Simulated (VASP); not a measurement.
# Pb (P6_3/mmc) in VASP: notebook

Pb is run at these levels: LDA, PBEsol; tasks: electric field gradients.

Everything below comes from runs of VASP 6.6.1. Logs are shortened: lines on timing, memory, paths and dates and some standing lists are left out, and cuts for length are marked.

## 1. The cell of the first run

Symmetry: P6_3/mmc, No. 194, hexagonal system. Conventional cell: a = 3.480 Å, b = 3.480 Å, c = 5.590 Å, α = 90.00°, β = 90.00°, γ = 120.00°. Pb (site symmetry -6m2) has 12 Pb at 3.44 to 3.48 Å within 4.5 Å.

This isn't the form of Pb at room conditions, which is fcc.

## 2. Electric field gradients, LDA

The input, INCAR:

```
SYSTEM = Pb
ALGO = Normal ; EDIFF = 1E-8
ENCUT = 520 ; ISIF = 2
ISMEAR = -1 ; LASPH = .True.
LCHARG = .False. ; LEFG = .True.
LREAL = .False. ; LWAVE = .False.
NBANDS = 21 ; NELM = 100
PREC = Accurate ; SIGMA = 0.08
```

The input, KPOINTS:

```
k-points
0
Gamma
  14 14 8
  0 0 0
```

The input, POSCAR:

```
Pb
1.0
    3.4800006906      0.0000000000      0.0000000000
   -1.7400003453      3.0137690032      0.0000000000
    0.0000000000      0.0000000000      5.5900000000
Pb
2
Direct
    0.3333333333      0.6666666667      0.2500000000
    0.6666666667      0.3333333333      0.7500000000
```

Potentials or basis: VASP PAW LDA potentials, release 64 (Pb_d).

Run with:

```bash
> cat potpaw_LDA.64/Pb_d/POTCAR > POTCAR
> mpirun -np 1 vasp_std > vasp.out
```

OUTCAR:

```text
SYSTEM = Pb
   EDIFF = 1E-8
   ENCUT = 520
   ISIF = 2
   ISMEAR = -1
   LASPH = .True.
   LREAL = .False.
   NELM = 100
   PREC = Accurate

 ion  position               nearest neighbor table
   1  0.333  0.667  0.250-   2 3.44   2 3.44   2 3.44   2 3.44   2 3.44   2 3.44
   2  0.667  0.333  0.750-   1 3.44   1 3.44   1 3.44   1 3.44   1 3.44   1 3.44

  LATTYP: Found a hexagonal cell.
 ALAT       =     3.4800006906
 C/A-ratio  =     1.6063215203

  Lattice vectors:

 A1 = (   3.4800006906,   0.0000000000,   0.0000000000)
 A2 = (  -1.7400003453,   3.0137690032,   0.0000000000)
 A3 = (   0.0000000000,   0.0000000000,   5.5900000000)

Analysis of symmetry for initial positions (statically):
=====================================================================
 Subroutine PRICEL returns:
 Original cell was already a primitive cell.

 Routine SETGRP: Setting up the symmetry group for a
 hexagonal supercell.

 Subroutine GETGRP returns: Found 24 space group operations
 (whereof 12 operations were pure point group operations)
 out of a pool of 24 trial point group operations.

The static configuration has the point symmetry D_3d.
 The point group associated with its full space group is D_6h.

Analysis of symmetry for dynamics (positions and initial velocities):
=====================================================================
 Subroutine PRICEL returns:
 Original cell was already a primitive cell.

 Routine SETGRP: Setting up the symmetry group for a
 hexagonal supercell.

 Subroutine GETGRP returns: Found 24 space group operations
 (whereof 12 operations were pure point group operations)
 out of a pool of 24 trial point group operations.

The dynamic configuration has the point symmetry D_3d.
 The point group associated with its full space group is D_6h.

 Subroutine INISYM returns: Found 24 space group operations
 (whereof 12 operations are pure point group operations),
 and found     1 'primitive' translations

----------------------------------------------------------------------------------------

                                     Primitive cell

  volume of cell :      58.6275

  direct lattice vectors                    reciprocal lattice vectors
     3.480000691  0.000000000  0.000000000     0.287356265  0.165905217  0.000000000
    -1.740000345  3.013769003  0.000000000     0.000000000  0.331810434  0.000000000
     0.000000000  0.000000000  5.590000000     0.000000000  0.000000000  0.178890877

  length of vectors
     3.480000691  3.480000691  5.590000000     0.331810434  0.331810434  0.178890877

  position of ions in fractional coordinates (direct lattice)
     0.333333333  0.666666667  0.250000000
     0.666666667  0.333333333  0.750000000

  ion indices of the primitive-cell ions
   primitive index   ion index
                 1           1
                 2           2

----------------------------------------------------------------------------------------

 KPOINTS: k-points

Automatic generation of k-mesh.
 Grid dimensions read from file:
 generate k-points for:   14   14    8

 Generating k-lattice:

  Cartesian coordinates                     Fractional coordinates (reciprocal lattice)
     0.020525447  0.011850373  0.000000000     0.071428571 -0.000000000  0.000000000
     0.000000000  0.023700745  0.000000000     0.000000000  0.071428571  0.000000000
     0.000000000  0.000000000  0.022361360     0.000000000  0.000000000  0.125000000

  Length of vectors
     0.023700745  0.023700745  0.022361360

  Shift w.r.t. Gamma in fractional coordinates (k-lattice)
     0.000000000  0.000000000  0.000000000

 Subroutine IBZKPT returns following result:
 ===========================================

 Found    120 irreducible k-points:

 Following reciprocal coordinates:
            Coordinates               Weight
  0.000000  0.000000  0.000000      1.000000
  0.071429  0.000000  0.000000      6.000000
  0.142857  0.000000  0.000000      6.000000
  0.214286  0.000000  0.000000      6.000000
  0.285714  0.000000  0.000000      6.000000
  0.357143  0.000000  0.000000      6.000000
[... 16 lines left out ...]
  0.285714  0.285714  0.000000      6.000000
  0.357143  0.285714  0.000000      6.000000
 [... further k-points ...]
   k-points           NKPTS =    120   k-points in BZ     NKDIM =    120   number of bands    NBANDS=     21
   number of dos      NEDOS =    301   number of ions     NIONS =      2
   total plane-waves  NPLWV =  32928
   dimension x,y,z NGX =    28 NGY =   28 NGZ =   42
   dimension x,y,z NGXF=    56 NGYF=   56 NGZF=   84
   ions per type =               2
   NGX,Y,Z   is equivalent  to a cutoff of  13.38, 13.38, 12.49 a.u.
   NGXF,Y,Z  is equivalent  to a cutoff of  26.75, 26.75, 24.98 a.u.
 SYSTEM =  Pb
   PREC   = accura    normal or accurate (medium, high low for compatibility)
   ISTART =      0    job   : 0-new  1-cont  2-samecut
   ICHARG =      2    charge: 1-file 2-atom 10-const
   ISPIN  =      1    spin polarized calculation?
   LNONCOLLINEAR =      F non collinear calculations
   LSORBIT =      F    spin-orbit coupling
   LASPH  =      T    aspherical Exc in radial PAW
   ENCUT  =  520.0 eV  38.22 Ry    6.18 a.u.   6.47  6.47 10.39*2*pi/ulx,y,z
   NELM   =    100;   NELMIN=  2; NELMDL= -5     # of ELM steps
   EDIFF  = 0.1E-07   stopping-criterion for ELM
   LREAL  =      F    real-space projection
   EDIFFG = 0.1E-06   stopping-criterion for IOM
   NSW    =      0    number of steps for IOM
   IBRION =     -1    ionic relax: 0-MD 1-quasi-New 2-CG
   NFREE  =      0    steps in history (QN), initial steepest desc. (CG)
   ISIF   =      2    stress and relaxation
   ISYM   =      2    0-nonsym 1-usesym 2-fastsym
   POTIM  = 0.5000    time-step for ionic-motion
   TEBEG  =    0.0;   TEEND  =   0.0 temperature during run
   PSTRESS=    0.0 pullay stress
   NELECT =      28.0000    total number of electrons
   NUPDOWN=      -1.0000    fix difference up-down
   EMIN   =  10.00;   EMAX   =-10.00  energy-range for DOS
   EFERMI =   0.00;   METHOD = LEGACY
   ISMEAR =    -1;   SIGMA  =   0.08  broadening in eV -4-tet -1-fermi 0-gaus
   EFERMI_NEDOS =   21; number of points for ismear=-14 and -15
   IALGO  =     38    algorithm
   IMIX   =      4    mixing-type and parameters
     AMIX     =   0.40;   BMIX     =  1.00
     AMIX_MAG =   1.60;   BMIX_MAG =  1.00
  volume/ion in A,a.u.               =      29.31       197.82
  Fermi-wavevector in a.u.,A,eV,Ry     =   1.279658  2.418202 22.279864  1.637524
  Thomas-Fermi vector in A             =   2.412130
   LORBIT       =      0    0 simple, 1 ext, 2 COOP (PROOUT), +10 PAW based schemes
   GGA     = CA    functional components
   LHFCALC =     F    Hartree Fock is set to
   AEXX    =    0.0000 exact exchange contribution
   IVDW    =     0    specifies the selected vdW correction
   LEPSILON=     F    determine dielectric tensor
   LRPA    =     F    only Hartree local field effects (RPA)
 non-spin polarized calculation
  energy-cutoff  :      520.00
  volume of cell :       58.63
 maximum number of plane-waves:      1617
 NGX is ok and might be reduce to    28
   NGX = 13   NGY = 13   NGZ = 21

 number of electron      28.0000005 magnetization

 Free energy of the ion-electron system (eV)
  ---------------------------------------------------
  ext. energy  EPLUGINS =         0.00000000
  ---------------------------------------------------
  free energy    TOTEN  =        -8.49025546 eV

  energy without entropy =       -8.46556241  energy(sigma->0) =       -8.47790894

 E-fermi :   7.3552     XC(G=0): -10.6191

 val. band max:        7.3473284518   @ k =   0.2143   0.0714   0.1250
 cond. band min:       7.3586755227   @ k =   0.3571   0.2143   0.0000
 fundamental gap:      0.0113470709
 Fermi energy:         7.3551546317

 k-point     1 :       0.0000    0.0000    0.0000
  band No.  band energies     occupation
      1      -9.6826      2.00000
      2      -9.6334      2.00000
      3      -9.6207      2.00000
      4      -9.6207      2.00000
      5      -9.5955      2.00000
      6      -9.5955      2.00000
[... 13 lines left out ...]
     20      16.4987      0.00000
     21      18.9478      0.00000

 k-point     2 :       0.0714    0.0000    0.0000
  band No.  band energies     occupation
      1      -9.6786      2.00000
      2      -9.6435      2.00000
      3      -9.6078      2.00000
      4      -9.6053      2.00000
      5      -9.5927      2.00000
      6      -9.5831      2.00000
[... 13 lines left out ...]
     20      16.9195      0.00000
     21      18.5138      0.00000

 k-point     3 :       0.1429    0.0000    0.0000
  band No.  band energies     occupation
      1      -9.6897      2.00000
      2      -9.6370      2.00000
      3      -9.5959      2.00000
      4      -9.5765      2.00000
      5      -9.5717      2.00000
      6      -9.5715      2.00000
[... 13 lines left out ...]
     20      17.7955      0.00000
     21      17.9221      0.00000

 k-point     4 :       0.2143    0.0000    0.0000
  band No.  band energies     occupation
      1      -9.7199      2.00000
      2      -9.6232      2.00000
      3      -9.6047      2.00000
      4      -9.5908      2.00000
      5      -9.5841      2.00000
      6      -9.5188      2.00000
[... 13 lines left out ...]
     20      17.1480      0.00000
     21      18.2809      0.00000

 k-point     5 :       0.2857    0.0000    0.0000
  band No.  band energies     occupation
      1      -9.7527      2.00000
      2      -9.6391      2.00000
      3      -9.6290      2.00000
      4      -9.6106      2.00000
      5      -9.5533      2.00000
      6      -9.4602      2.00000
[... 13 lines left out ...]
     20      16.5590      0.00000
     21      18.1276      0.00000
[... 382 lines left out ...]
     20      17.9226      0.00000
     21      20.0788      0.00000

 k-point    22 :       0.3571    0.2143    0.0000
  band No.  band energies     occupation
      1      -9.7367      2.00000
      2      -9.6878      2.00000
      3      -9.5994      2.00000
      4      -9.5847      2.00000
      5      -9.5225      2.00000
      6      -9.4927      2.00000
[... 13 lines left out ...]
     20      17.8007      0.00000
     21      21.5476      0.00000

 k-point    23 :       0.2857    0.2857    0.0000
  band No.  band energies     occupation
      1      -9.7407      2.00000
      2      -9.6223      2.00000
      3      -9.6168      2.00000
      4      -9.5893      2.00000
      5      -9.5295      2.00000
      6      -9.4766      2.00000
[... 13 lines left out ...]
     20      19.8076      0.00000
     21      19.9547      0.00000

 k-point    24 :       0.3571    0.2857    0.0000
  band No.  band energies     occupation
      1      -9.7478      2.00000
      2      -9.6213      2.00000
      3      -9.5779      2.00000
      4      -9.5759      2.00000
      5      -9.5453      2.00000
      6      -9.5096      2.00000
[... 13 lines left out ...]
     20      19.8155      0.00000
     21      21.8193      0.00000

 [... further k-points ...]

------------------------ aborting loop because EDIFF is reached ----------------------------------------

  FORCE on cell =-STRESS in cart. coord.  units (eV):
  Direction    XX          YY          ZZ          XY          YZ          ZX
  --------------------------------------------------------------------------------------
  -------------------------------------------------------------------------------------
  Total       -0.4342778     -0.4342778      0.2145078      0.0000000      0.0000000      0.0000000
  in kB      -11.8679897    -11.8679897      5.8620922      0.0000000      0.0000000      0.0000000
  external PRESSURE =      -5.9579624 kB  Pullay stress =       0.0000000 kB

 VOLUME and BASIS-vectors are now :
 -----------------------------------------------------------------------------
  energy-cutoff  :      520.00
  volume of cell :       58.63
      direct lattice vectors                 reciprocal lattice vectors
     3.480000691  0.000000000  0.000000000     0.287356265  0.165905217  0.000000000
    -1.740000345  3.013769003  0.000000000     0.000000000  0.331810434  0.000000000
     0.000000000  0.000000000  5.590000000     0.000000000  0.000000000  0.178890877

 POSITION                                       TOTAL-FORCE (eV/Angst)
 -----------------------------------------------------------------------------------
     -0.00000      2.00918      1.39750        -0.000000      0.000000      0.000000
      1.74000      1.00459      4.19250         0.000000     -0.000000      0.000000
 -----------------------------------------------------------------------------------
    total drift:                               -0.000000      0.000000      0.000000

  FREE ENERGIE OF THE ION-ELECTRON SYSTEM (eV)
  ---------------------------------------------------
  free  energy   TOTEN  =        -8.4902554586 eV

  energy  without entropy=       -8.4655624119  energy(sigma->0) =       -8.47790894

 Electric field gradients (V/A^2)
---------------------------------------------------------------------
 ion       V_xx      V_yy      V_zz      V_xy      V_xz      V_yz
---------------------------------------------------------------------
   1      25.888    25.887   -51.775    -0.000     0.000    -0.000
   2      25.888    25.887   -51.775    -0.000    -0.000     0.000
---------------------------------------------------------------------

 Electric field gradients after diagonalization (V/A^2)
 (convention: |V_zz| > |V_xx| > |V_yy|)
----------------------------------------------------------------------
 ion       V_xx      V_yy      V_zz     asymmetry (V_yy - V_xx)/ V_zz
----------------------------------------------------------------------
   1      25.888    25.887   -51.775       0.000
   2      25.888    25.887   -51.775       0.000
----------------------------------------------------------------------

           NMR quadrupolar parameters

 Cq : quadrupolar parameter    Cq=e*Q*V_zz/h
 eta: asymmetry parameters     (V_yy - V_xx)/ V_zz
 Q  : nuclear electric quadrupole moment in mb (millibarn)
----------------------------------------------------------------------
 ion       Cq(MHz)       eta       Q (mb)
----------------------------------------------------------------------
   1      -0.125       0.000       1.000
   2      -0.125       0.000       1.000
----------------------------------------------------------------------
```

It took 66 s on 1 thread of AMD EPYC 9R45 (Zen 5), shared host; peak memory 0.21 GiB.

What came out:

* Free energy: -8.4903 eV
* Pressure: -0.6 GPa
* Band gap on the k mesh: zero (bands 14 and 15 overlap by 7.36 eV)
* Largest electric field gradient by atom: Pb -51.8 V/Å²

Electric field gradients, principal values (V/Å²):
```csv
atom,least,middle,greatest (by size)
1 Pb,25.887,25.888,-51.775
2 Pb,25.887,25.888,-51.775
```

Caveat: without QUAD_EFG the Cq values of the log hold for a quadrupole moment of 1 mb, not for the nuclei; spin-orbit coupling is left out, which moves the levels of the heavy elements.

## 3. Electric field gradients, PBEsol

The input, INCAR:

```
PREC = Accurate
ENCUT = 520
EDIFF = 1E-8
ISMEAR = -1
SIGMA = 0.08
LREAL = False
LASPH = True
NELM = 100
ALGO = Normal
ISIF = 2
LWAVE = False
LCHARG = False
GGA = PS
LEFG = True
NBANDS = 21
```

The input, KPOINTS:

```
Automatic mesh
0
Gamma
  14 14 8
```

POSCAR is that of step 2.

Potentials or basis: VASP PAW PBE potentials, release 64 (Pb_d).

Run with:

```bash
> cat potpaw_PBE.64/Pb_d/POTCAR > POTCAR
> mpirun -np 1 vasp_std > vasp.out
```

OUTCAR:

```text
PREC = Accurate
   ENCUT = 520
   EDIFF = 1E-8
   ISMEAR = -1
   LREAL = False
   LASPH = True
   NELM = 100
   ISIF = 2
   GGA = PS

 ion  position               nearest neighbor table
   1  0.333  0.667  0.250-   2 3.44   2 3.44   2 3.44   2 3.44   2 3.44   2 3.44
   2  0.667  0.333  0.750-   1 3.44   1 3.44   1 3.44   1 3.44   1 3.44   1 3.44

  LATTYP: Found a hexagonal cell.
 ALAT       =     3.4800006906
 C/A-ratio  =     1.6063215203

  Lattice vectors:

 A1 = (   3.4800006906,   0.0000000000,   0.0000000000)
[... 791 lines left out ...]
  ---------------------------------------------------
  free  energy   TOTEN  =        -7.9766427953 eV

  energy  without entropy=       -7.9520542843  energy(sigma->0) =       -7.96434854

 Electric field gradients (V/A^2)
---------------------------------------------------------------------
 ion       V_xx      V_yy      V_zz      V_xy      V_xz      V_yz
---------------------------------------------------------------------
   1      25.247    25.247   -50.494    -0.000     0.000    -0.000
   2      25.247    25.247   -50.494    -0.000    -0.000     0.000
---------------------------------------------------------------------

 Electric field gradients after diagonalization (V/A^2)
 (convention: |V_zz| > |V_xx| > |V_yy|)
----------------------------------------------------------------------
 ion       V_xx      V_yy      V_zz     asymmetry (V_yy - V_xx)/ V_zz
----------------------------------------------------------------------
   1      25.247    25.247   -50.494       0.000
   2      25.247    25.247   -50.494       0.000
----------------------------------------------------------------------

           NMR quadrupolar parameters

 Cq : quadrupolar parameter    Cq=e*Q*V_zz/h
 eta: asymmetry parameters     (V_yy - V_xx)/ V_zz
 Q  : nuclear electric quadrupole moment in mb (millibarn)
----------------------------------------------------------------------
 ion       Cq(MHz)       eta       Q (mb)
----------------------------------------------------------------------
   1      -0.122       0.000       1.000
   2      -0.122       0.000       1.000
----------------------------------------------------------------------
```

OSZICAR:

```text
N       E                     dE             d eps       ncg     rms          rms(c)
DAV:   1     0.294550675254E+03    0.29455E+03   -0.14312E+04  5045   0.165E+03
DAV:   2     0.131469070191E+02   -0.28140E+03   -0.27470E+03  5115   0.409E+02
DAV:   3    -0.735455416053E+01   -0.20501E+02   -0.20271E+02  6120   0.136E+02
DAV:   4    -0.798353325180E+01   -0.62898E+00   -0.62864E+00  6094   0.268E+01
DAV:   5    -0.801450774817E+01   -0.30974E-01   -0.30974E-01  6899   0.546E+00    0.874E-01
DAV:   6    -0.798476341237E+01    0.29744E-01   -0.51784E-02  6921   0.314E+00    0.407E-01
DAV:   7    -0.797716358041E+01    0.75998E-02   -0.18560E-02  6997   0.181E+00    0.130E-01
DAV:   8    -0.797664418417E+01    0.51940E-03   -0.10444E-03  6840   0.447E-01    0.127E-02
DAV:   9    -0.797664283358E+01    0.13506E-05   -0.36728E-05  7169   0.873E-02    0.611E-03
DAV:  10    -0.797664273960E+01    0.93980E-07   -0.25583E-06  7273   0.194E-02    0.989E-04
DAV:  11    -0.797664282588E+01   -0.86286E-07   -0.26465E-07  6978   0.701E-03    0.284E-04
DAV:  12    -0.797664278655E+01    0.39332E-07   -0.15543E-08  3786   0.210E-03    0.610E-05
DAV:  13    -0.797664279535E+01   -0.87930E-08   -0.27512E-09  3500   0.808E-04
   1 F= -.79766428E+01 E0= -.79643485E+01  d E =-.245885E-01
```

Run time: 67 s. Hardware: 1 thread of AMD EPYC 9R45 (Zen 5), shared host; peak memory 0.23 GiB.

Results:

```yaml
Free_energy: -7.9766 eV
Pressure: 0.9 GPa
Band_gap_on_the_k_mesh: zero (bands 14 and 15 overlap by 7.43 eV)
Largest_electric_field_gradient_by_atom: Pb -50.5 V/Å²
```

Stress tensor (GPa, compression positive):
```
0.30 0.00 0.00
0.00 0.30 0.00
0.00 0.00 2.14
```

Levels at points of the mesh, in eV from the Fermi level:
| k point | band 11 | band 12 | band 13 | band 14 | band 15 | band 16 | band 17 | band 18 |
| --- | --- | --- | --- | --- | --- | --- | --- | --- |
| (0.00, 0.00, 0.00) | -11.96 | -7.98 | -4.30 | 5.60 | 5.60 | 7.51 | 7.51 | 8.18 |
| (0.50, 0.00, 0.00) | -8.40 | -7.14 | -2.89 | -1.40 | -0.51 | 1.80 | 1.98 | 5.81 |
| (0.00, 0.00, 0.50) | -10.68 | -10.68 | 1.04 | 1.04 | 6.51 | 6.51 | 6.51 | 6.51 |
| (0.50, 0.00, 0.50) | -7.54 | -7.54 | -3.81 | -3.81 | 3.45 | 3.45 | 3.79 | 3.79 |

Electric field gradients, principal values (V/Å²):
| atom | least | middle | greatest (by size) |
| --- | --- | --- | --- |
| 1 Pb | 25.247 | 25.247 | -50.494 |
| 2 Pb | 25.247 | 25.247 | -50.494 |

Caveat: without QUAD_EFG the Cq values of the log hold for a quadrupole moment of 1 mb, not for the nuclei; the PAW data sets were made with another functional, which shifts forces and pressure a little; spin-orbit coupling is left out, which moves the levels of the heavy elements.
